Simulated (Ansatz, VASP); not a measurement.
# Two plane-wave programs on GdO

```
Gd O
1.0
     0.00000    2.70000    2.70000
     2.70000    0.00000    2.70000
     2.70000    2.70000    0.00000
Gd O
1 1
Direct
  0.00000 0.00000 0.00000
  0.75000 0.75000 0.75000
```

Alike in both runs: task single point; functional PBE; k mesh 9 × 9 × 9; occupations fermi-dirac, width 0.05 eV; collinear spin.

```csv
,VASP,Ansatz
version,VASP 6.6.1,Ansatz 0.2.0
potentials or method,"VASP PAW PBE potentials, release 64 (Gd, O)",Ansatz PAW
plane-wave cutoff (eV),520,420
valence electrons in the cell,24,24
```

Ansatz gave:

* gap on the k mesh at the Fermi level (eV): none
* pressure (GPa): -1.2
* net moment per atom (μB): 3.02
* size of the moment on the site where the two differ most (μB): 6.53

Problem. Which values does VASP return?

Solution. gap on the k mesh at the Fermi level (eV): none; pressure (GPa): -0.5; net moment per atom (μB): 3.78; size of the moment on the site where the two differ most (μB): 6.87.

The net moments are unlike, so the other rows may belong to different states. Site moments also hang on the region over which each program counts them. A gap of «none» marks a metal or a gap that the smearing closes.

Neither program's run includes spin-orbit coupling.
